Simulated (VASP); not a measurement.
# C in VASP: a series of runs

Runs on C. Level: PBEsol+D3(BJ). Tasks: single point.

All numbers are computed with VASP 6.6.1; they aren't measurements. Logs are shortened: lines on timing, memory, paths and dates and some standing lists are left out, and cuts for length are marked.

**1. The cell of the first run**

The cell holds a slab with vacuum, 2 atoms: a = 2.456 Å, b = 2.456 Å, c = 8.524 Å, α = 90.00°, β = 90.00°, γ = 120.00°.

**2. Single point, PBEsol+D3(BJ)**

INCAR

```
PREC = Accurate ; ENCUT = 600
EDIFF = 1E-6 ; ISMEAR = 0
SIGMA = 0.1 ; LREAL = False
LASPH = True ; NELM = 120
ALGO = Normal ; ISIF = 2
LWAVE = False ; LCHARG = False
GGA = PS ; IVDW = 12
NBANDS = 11 ; GGA_COMPAT = False
```

KPOINTS

```
Automatic mesh
0
Gamma
  4 4 1
```

POSCAR

```
C
1.0
    2.4561700000      0.0000000000      0.0000000000
   -1.2280900000      2.1271100000      0.0000000000
    0.0000000000      0.0000000000      8.5238000000
C
2
Direct
    0.3333333333      0.6666666667      0.0000000000
    0.6666666667      0.3333333333      0.0000000000
```

Potentials or basis: VASP PAW PBE potentials, release 64 (C).

Run with:

```sh
$ cat potpaw_PBE.64/C/POTCAR > POTCAR
$ mpirun -np 1 vasp_std > vasp.out
```

OUTCAR:

```text
PREC = Accurate
   ENCUT = 600
   EDIFF = 1E-6
   ISMEAR = 0
   LREAL = False
   LASPH = True
   NELM = 120
   ISIF = 2
   GGA = PS
   IVDW = 12
 IVDW          = 12

 ion  position               nearest neighbor table
   1  0.333  0.667  0.000-   2 1.42   2 1.42   2 1.42
   2  0.667  0.333  0.000-   1 1.42   1 1.42   1 1.42

  LATTYP: Found a hexagonal cell.
 ALAT       =     2.4561700000
 C/A-ratio  =     3.4703623935

  Lattice vectors:

 A1 = (   2.4561700000,   0.0000000000,   0.0000000000)
 A2 = (  -1.2280900000,   2.1271100000,   0.0000000000)
 A3 = (   0.0000000000,   0.0000000000,   8.5238000000)

Analysis of symmetry for initial positions (statically):
=====================================================================
 Subroutine PRICEL returns:
 Original cell was already a primitive cell.

 Routine SETGRP: Setting up the symmetry group for a
 hexagonal supercell.

 Subroutine GETGRP returns: Found 24 space group operations
 (whereof 24 operations were pure point group operations)
 out of a pool of 24 trial point group operations.

The static configuration has the point symmetry D_6h.

Analysis of symmetry for dynamics (positions and initial velocities):
=====================================================================
 Subroutine PRICEL returns:
 Original cell was already a primitive cell.

 Routine SETGRP: Setting up the symmetry group for a
 hexagonal supercell.

 Subroutine GETGRP returns: Found 24 space group operations
 (whereof 24 operations were pure point group operations)
 out of a pool of 24 trial point group operations.

The dynamic configuration has the point symmetry D_6h.

 Subroutine INISYM returns: Found 24 space group operations
 (whereof 24 operations are pure point group operations),
 and found     1 'primitive' translations

----------------------------------------------------------------------------------------

                                     Primitive cell

  volume of cell :      44.5330

  direct lattice vectors                    reciprocal lattice vectors
     2.456170000  0.000000000  0.000000000     0.407137942  0.235061673  0.000000000
    -1.228090000  2.127110000  0.000000000     0.000000000  0.470121432  0.000000000
     0.000000000  0.000000000  8.523800000     0.000000000  0.000000000  0.117318567

  length of vectors
     2.456170000  2.456176297  8.523800000     0.470122638  0.470121432  0.117318567

  position of ions in fractional coordinates (direct lattice)
     0.333333333  0.666666667  0.000000000
     0.666666667  0.333333333  0.000000000

  ion indices of the primitive-cell ions
[... 64 lines left out ...]
   PSTRESS=    0.0 pullay stress
   NELECT =       8.0000    total number of electrons
   NUPDOWN=      -1.0000    fix difference up-down
   EMIN   =  10.00;   EMAX   =-10.00  energy-range for DOS
   EFERMI =   0.00;   METHOD = LEGACY
   ISMEAR =     0;   SIGMA  =   0.10  broadening in eV -4-tet -1-fermi 0-gaus
   EFERMI_NEDOS =   21; number of points for ismear=-14 and -15
   IALGO  =     38    algorithm
   IMIX   =      4    mixing-type and parameters
     AMIX     =   0.40;   BMIX     =  1.00
     AMIX_MAG =   1.60;   BMIX_MAG =  1.00
  volume/ion in A,a.u.               =      22.27       150.26
  Fermi-wavevector in a.u.,A,eV,Ry     =   0.923728  1.745594 11.609499  0.853274
  Thomas-Fermi vector in A             =   2.049397
   LORBIT       =      0    0 simple, 1 ext, 2 COOP (PROOUT), +10 PAW based schemes
   GGA     = PS    functional components
   LHFCALC =     F    Hartree Fock is set to
   AEXX    =    0.0000 exact exchange contribution
   IVDW    =    12    specifies the selected vdW correction
   LEPSILON=     F    determine dielectric tensor
   LRPA    =     F    only Hartree local field effects (RPA)
 non-spin polarized calculation
 Gauss-broadening in eV      SIGMA  =   0.10
  energy-cutoff  :      600.00
  volume of cell :       44.53
 maximum number of plane-waves:      1497
 NGX is ok and might be reduce to    20
   NGX =  9   NGY =  9   NGZ = 35

 number of electron       7.9999998 magnetization

 Free energy of the ion-electron system (eV)
  ---------------------------------------------------
  ext. energy  EPLUGINS =         0.00000000
  ---------------------------------------------------
  free energy    TOTEN  =       -19.31893310 eV

  energy without entropy =      -19.31893310  energy(sigma->0) =      -19.31893310

 E-fermi :  -2.5725     XC(G=0):  -4.9666

 val. band max:       -3.1247190773   @ k =   0.5000   0.0000   0.0000
 cond. band min:       0.9193023882   @ k =   0.5000   0.0000   0.0000
 fundamental gap:      4.0440214655
 Fermi energy:        -2.5725298585

 k-point     1 :       0.0000    0.0000    0.0000
  band No.  band energies     occupation
      1     -20.3162      2.00000
      2      -8.4690      2.00000
      3      -3.7335      2.00000
      4      -3.7335      2.00000
      5       2.3683      0.00000
      6       4.7296      0.00000
      7       6.3055      0.00000
      8       7.6248      0.00000
      9       7.6249      0.00000
     10      10.8566      0.00000
     11      12.1378      0.00000
[... 29 lines left out ...]
 k-point     4 :       0.2500    0.2500    0.0000
  band No.  band energies     occupation
      1     -15.9935      2.00000
      2     -11.2387      2.00000
      3      -9.7680      2.00000
      4      -3.5186      2.00000
      5       2.1117      0.00000
      6       8.3946      0.00000
      7       9.8798      0.00000
      8      11.4585      0.00000
      9      12.0721      0.00000
     10      12.2259      0.00000
     11      12.8794      0.00000

------------------------ aborting loop because EDIFF is reached ----------------------------------------

 Edisp (eV)   -0.10236

 E8    (eV) :    -0.0513

  FORCE on cell =-STRESS in cart. coord.  units (eV):
  Direction    XX          YY          ZZ          XY          YZ          ZX
  --------------------------------------------------------------------------------------
  -------------------------------------------------------------------------------------
  Total       0.10580     0.10580    -0.04899    -0.00000     0.00000     0.00000
  in kB       3.80654     3.80656    -1.76244    -0.00001     0.00000     0.00000
  external pressure =        1.95 kB  Pullay stress =        0.00 kB

 VOLUME and BASIS-vectors are now :
 -----------------------------------------------------------------------------
  energy-cutoff  :      600.00
  volume of cell :       44.53
      direct lattice vectors                 reciprocal lattice vectors
     2.456170000  0.000000000  0.000000000     0.407137942  0.235061673  0.000000000
    -1.228090000  2.127110000  0.000000000     0.000000000  0.470121432  0.000000000
     0.000000000  0.000000000  8.523800000     0.000000000  0.000000000  0.117318567

 POSITION                                       TOTAL-FORCE (eV/Angst)
 -----------------------------------------------------------------------------------
     -0.00000      1.41807      0.00000        -0.000000      0.000000      0.000000
      1.22808      0.70904      0.00000         0.000000     -0.000000     -0.000000
 -----------------------------------------------------------------------------------
    total drift:                                0.000000     -0.000000     -0.000000

  FREE ENERGIE OF THE ION-ELECTRON SYSTEM (eV)
  ---------------------------------------------------
  free  energy   TOTEN  =       -19.4212961618 eV

  energy  without entropy=      -19.4212961618  energy(sigma->0) =      -19.42129616
```

OSZICAR:

```text
N       E                     dE             d eps       ncg     rms          rms(c)
DAV:   1     0.266377699807E+02    0.26638E+02   -0.40505E+03    88   0.674E+02
DAV:   2    -0.187140565203E+02   -0.45352E+02   -0.44711E+02   122   0.136E+02
DAV:   3    -0.206169832287E+02   -0.19029E+01   -0.18989E+01   120   0.278E+01
DAV:   4    -0.206293081316E+02   -0.12325E-01   -0.12324E-01   105   0.284E+00
DAV:   5    -0.206294390376E+02   -0.13091E-03   -0.13091E-03   114   0.259E-01    0.645E+00
DAV:   6    -0.196868695910E+02    0.94257E+00   -0.76319E-01    97   0.499E+00    0.372E+00
DAV:   7    -0.193243866092E+02    0.36248E+00   -0.10308E+00   105   0.571E+00    0.961E-01
DAV:   8    -0.193171380669E+02    0.72485E-02   -0.17163E-02   102   0.900E-01    0.314E-01
DAV:   9    -0.193171618326E+02   -0.23766E-04   -0.33511E-04   108   0.123E-01    0.197E-01
DAV:  10    -0.193174265744E+02   -0.26474E-03   -0.65891E-03    88   0.302E-01    0.117E-01
DAV:  11    -0.193181800856E+02   -0.75351E-03   -0.15667E-04    88   0.851E-02    0.330E-02
DAV:  12    -0.193188531449E+02   -0.67306E-03   -0.11389E-04    88   0.660E-02    0.188E-02
DAV:  13    -0.193189257398E+02   -0.72595E-04   -0.51170E-06    97   0.133E-02    0.438E-03
DAV:  14    -0.193189325331E+02   -0.67933E-05   -0.20145E-06    88   0.752E-03    0.148E-03
DAV:  15    -0.193189331044E+02   -0.57134E-06   -0.78549E-08   102   0.222E-03
   1 F= -.19421296E+02 E0= -.19421296E+02  d E =-.605656E-15
```

stdout:

```text
POSCAR found type information on POSCAR C
 POSCAR found :  1 types and       2 ions
 scaLAPACK will be used
 -----------------------------------------------------------------------------
|                                                                             |
|                                                                             |
|     You enforced a specific xc type in the INCAR file but a different       |
|     I HOPE YOU KNOW WHAT YOU ARE DOING!                                     |
|                                                                             |
 -----------------------------------------------------------------------------

 LDA part: xc-table for (Slater+PW92), standard interpolation
 POSCAR, INCAR and KPOINTS ok, starting setup
 FFT: planning ... GRIDC
 FFT: planning ... GRID_SOFT
 FFT: planning ... GRID
 WAVECAR not read
 entering main loop
```

Run time: 5.3 s. Hardware: 1 thread of AMD EPYC 7R43 (Zen 3), shared host; peak memory 0.12 GiB.

What came out:

- Free energy: -19.4213 eV
- Band gap on the k mesh: 4.04 eV, direct
- Dispersion energy per atom: -0.051 eV

Levels at points of the mesh, in eV from the valence-band top:
| k point | band 1 | band 2 | band 3 | band 4 | band 5 | band 6 | band 7 | band 8 | band 9 |
| --- | --- | --- | --- | --- | --- | --- | --- | --- | --- |
| (0.00, 0.00, 0.00) | -17.19 | -5.34 | -0.61 | -0.61 | 5.49 | 7.85 | 9.43 | 10.75 | 10.75 |
| (0.50, 0.00, 0.00) | -11.86 | -10.93 | -4.04 | 0.00 | 4.04 | 9.85 | 13.44 | 13.57 | 15.13 |

Caveat: the k points lie up to 0.74 Å⁻¹ apart; three body term missing; the PAW data sets were made with another functional, which shifts forces and pressure a little.

**3. Single point, PBEsol+D3(BJ)**

INCAR

```
ALGO = Normal
EDIFF = 1E-6
ENCUT = 600
GGA = PS
GGA_COMPAT = F
ISIF = 2
ISMEAR = 0
IVDW = 12
LASPH = T
LCHARG = F
LREAL = F
LWAVE = F
NBANDS = 11
NELM = 120
PREC = Accurate
SIGMA = 0.1
```

KPOINTS

```
k-points
0
Gamma
  5 5 2
```

POSCAR is that of step 2.

Potentials or basis: VASP PAW PBE potentials, release 64 (C).

Run with:

```sh
$ cat potpaw_PBE.64/C/POTCAR > POTCAR
$ mpirun -np 1 vasp_std > vasp.out
```

OUTCAR:

```text
EDIFF = 1E-6
   ENCUT = 600
   GGA = PS
   ISIF = 2
   ISMEAR = 0
   IVDW = 12
   LASPH = T
   LREAL = F
   NELM = 120
   PREC = Accurate
 IVDW          = 12

 ion  position               nearest neighbor table
   1  0.333  0.667  0.000-   2 1.42   2 1.42   2 1.42
   2  0.667  0.333  0.000-   1 1.42   1 1.42   1 1.42

  LATTYP: Found a hexagonal cell.
 ALAT       =     2.4561700000
 C/A-ratio  =     3.4703623935

  Lattice vectors:

 A1 = (   2.4561700000,   0.0000000000,   0.0000000000)
 A2 = (  -1.2280900000,   2.1271100000,   0.0000000000)
 A3 = (   0.0000000000,   0.0000000000,   8.5238000000)

Analysis of symmetry for initial positions (statically):
=====================================================================
 Subroutine PRICEL returns:
 Original cell was already a primitive cell.

 Routine SETGRP: Setting up the symmetry group for a
 hexagonal supercell.

 Subroutine GETGRP returns: Found 24 space group operations
 (whereof 24 operations were pure point group operations)
 out of a pool of 24 trial point group operations.

The static configuration has the point symmetry D_6h.

[... 156 lines left out ...]
      2      -8.4657      2.00000
      3      -3.7332      2.00000
      4      -3.7332      2.00000
      5       2.3523      0.00000
      6       4.7259      0.00000
      7       6.2686      0.00000
      8       7.6268      0.00000
      9       7.6268      0.00000
     10      10.8586      0.00000
     11      12.1397      0.00000
[... 113 lines left out ...]
 k-point    10 :       0.4000    0.2000    0.5000
  band No.  band energies     occupation
      1     -14.3770      2.00000
      2     -13.4687      2.00000
      3      -9.6276      2.00000
      4      -2.2538      2.00000
      5       0.5637      0.00000
      6      10.1898      0.00000
      7      10.5114      0.00000
      8      11.5344      0.00000
      9      11.7937      0.00000
     10      12.2811      0.00000
     11      13.3649      0.00000

------------------------ aborting loop because EDIFF is reached ----------------------------------------

 Edisp (eV)   -0.10236

 E8    (eV) :    -0.0513

  FORCE on cell =-STRESS in cart. coord.  units (eV):
  Direction    XX          YY          ZZ          XY          YZ          ZX
  --------------------------------------------------------------------------------------
  -------------------------------------------------------------------------------------
  Total       0.23522     0.23522    -0.05306    -0.00000    -0.00000    -0.00000
  in kB       8.46267     8.46270    -1.90905    -0.00002    -0.00000    -0.00000
  external pressure =        5.01 kB  Pullay stress =        0.00 kB

 VOLUME and BASIS-vectors are now :
 -----------------------------------------------------------------------------
  energy-cutoff  :      600.00
  volume of cell :       44.53
      direct lattice vectors                 reciprocal lattice vectors
     2.456170000  0.000000000  0.000000000     0.407137942  0.235061673  0.000000000
    -1.228090000  2.127110000  0.000000000     0.000000000  0.470121432  0.000000000
     0.000000000  0.000000000  8.523800000     0.000000000  0.000000000  0.117318567

 POSITION                                       TOTAL-FORCE (eV/Angst)
 -----------------------------------------------------------------------------------
     -0.00000      1.41807      0.00000         0.000000     -0.000000      0.000000
      1.22808      0.70904      0.00000        -0.000000      0.000000     -0.000000
 -----------------------------------------------------------------------------------
    total drift:                                0.000000     -0.000000     -0.000000

  FREE ENERGIE OF THE ION-ELECTRON SYSTEM (eV)
  ---------------------------------------------------
  free  energy   TOTEN  =       -19.3640786791 eV

  energy  without entropy=      -19.3640786791  energy(sigma->0) =      -19.36407868
```

OSZICAR:

```text
N       E                     dE             d eps       ncg     rms          rms(c)
DAV:   1     0.246704122263E+02    0.24670E+02   -0.40634E+03   220   0.659E+02
DAV:   2    -0.184515396109E+02   -0.43122E+02   -0.37329E+02   305   0.132E+02
DAV:   3    -0.205535108427E+02   -0.21020E+01   -0.20980E+01   287   0.284E+01
DAV:   4    -0.205689894277E+02   -0.15479E-01   -0.15476E-01   285   0.301E+00
DAV:   5    -0.205691293076E+02   -0.13988E-03   -0.13980E-03   301   0.245E-01    0.644E+00
DAV:   6    -0.196282651584E+02    0.94086E+00   -0.73595E-01   235   0.499E+00    0.373E+00
DAV:   7    -0.192660263256E+02    0.36224E+00   -0.99104E-01   249   0.572E+00    0.922E-01
DAV:   8    -0.192605833471E+02    0.54430E-02   -0.26695E-02   249   0.961E-01    0.179E-01
DAV:   9    -0.192602170460E+02    0.36630E-03   -0.40918E-04   246   0.138E-01    0.122E-01
DAV:  10    -0.192601671251E+02    0.49921E-04   -0.47951E-03   229   0.284E-01    0.960E-02
DAV:  11    -0.192609188233E+02   -0.75170E-03   -0.14663E-04   247   0.703E-02    0.271E-02
DAV:  12    -0.192616415306E+02   -0.72271E-03   -0.96923E-05   229   0.600E-02    0.213E-02
DAV:  13    -0.192616922473E+02   -0.50717E-04   -0.15347E-06   247   0.884E-03    0.777E-03
DAV:  14    -0.192617153135E+02   -0.23066E-04   -0.14316E-06   226   0.702E-03    0.142E-03
DAV:  15    -0.192617156217E+02   -0.30825E-06   -0.34704E-08   250   0.133E-03
   1 F= -.19364079E+02 E0= -.19364079E+02  d E =-.459474E-15
```

stdout:

```text
POSCAR found type information on POSCAR C
 POSCAR found :  1 types and       2 ions
 scaLAPACK will be used
 -----------------------------------------------------------------------------
|                                                                             |
|                                                                             |
|     You enforced a specific xc type in the INCAR file but a different       |
|     I HOPE YOU KNOW WHAT YOU ARE DOING!                                     |
|                                                                             |
 -----------------------------------------------------------------------------

 LDA part: xc-table for (Slater+PW92), standard interpolation
 POSCAR, INCAR and KPOINTS ok, starting setup
 FFT: planning ... GRIDC
 FFT: planning ... GRID_SOFT
 FFT: planning ... GRID
 WAVECAR not read
 entering main loop
```

Run time: 8.7 s. Hardware: 1 thread of AMD EPYC 7R43 (Zen 3), shared host; peak memory 0.13 GiB.

Results:

| Quantity | Value |
| --- | --- |
| Free energy | -19.3641 eV |
| Band gap on the k mesh | 2.82 eV, direct |
| Dispersion energy per atom | -0.051 eV |

Caveat: the k points lie up to 0.59 Å⁻¹ apart; three body term missing; the PAW data sets were made with another functional, which shifts forces and pressure a little.
